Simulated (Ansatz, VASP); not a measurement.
## One calculation of Mg, two programs

Contents of POSCAR:

```
Mg
1.0
    2.9740423055      0.0000000000      0.0000000000
   -1.4870211528      2.5755961885      0.0000000000
    0.0000000000      0.0000000000      2.8925956915
Mg
1
Direct
    0.0000000000      0.0000000000      0.0000000000
```

The input INCAR.step1:

```
ALGO = Normal
EDIFF = 1E-4
ENCUT = 520
GGA = PE
ISMEAR = 0
LASPH = T
LCHARG = F
LREAL = F
LWAVE = T
NBANDS = 7
NELM = 60
PREC = Accurate
SIGMA = 0.15
```

The input INCAR.step2:

```
ALGO = Normal
EDIFF = 1E-6
ENCUT = 520
ISIF = 2
ISMEAR = 0
ISTART = 1
LASPH = T
LCHARG = F
LMIXTAU = T
LREAL = F
LWAVE = F
METAGGA = R2SCAN
NBANDS = 7
NELM = 60
PREC = Accurate
SIGMA = 0.15
```

Contents of KPOINTS:

```
k-points
0
Gamma
  18 18 16
```

Input for Ansatz:

```yaml
crystal:
  lattice:
    - [2.9740423055, 0.0, 0.0]
    - [-1.4870211528, 2.5755961885, 0.0]
    - [0.0, 0.0, 2.8925956915]
  atoms:
    - { symbol: Mg, position: [0.0, 0.0, 0.0] }
basis:
  ecutwfc: 500
kpoints:
  mp_grid: { grid: [18, 18, 16] }
hamiltonian:
  xc: r2scan
scf:
  occupations: { method: gaussian, width: 0.15 }
output:
  forces: true
  stress: true
  eigenvalues: true
```

Change from the starting cell: strain -0.025 along x and y, -0.050 along z, atoms carried along.

Alike in both runs: task single point; functional r2SCAN; k mesh 18 × 18 × 16; occupations gaussian, width 0.15 eV; no spin polarisation.

|  | VASP | Ansatz |
| --- | --- | --- |
| version | VASP 6.6.1 | Ansatz 0.2.0 |
| potentials or method | VASP PAW PBE potentials, release 64 (Mg), cutoff 520 eV | scalar-relativistic, plane waves, PAW |
| valence electrons in the cell | 2 | 10 |

```tsv
	VASP	Ansatz	Ansatz less VASP
gap on the k mesh at the Fermi level (eV)	none	none	-
pressure (GPa)	4.1	4.3	+0.23
traceless stress, the component that is largest in VASP (GPa)	0.09	0.05	-0.043
```

VASP's potentials were made for PBE, not for r2SCAN. A gap of «none» marks a metal or a gap that the smearing closes. VASP's potentials hold 2 valence electrons a cell and Ansatz's 10, so a difference there can come from the potentials and not from the codes.
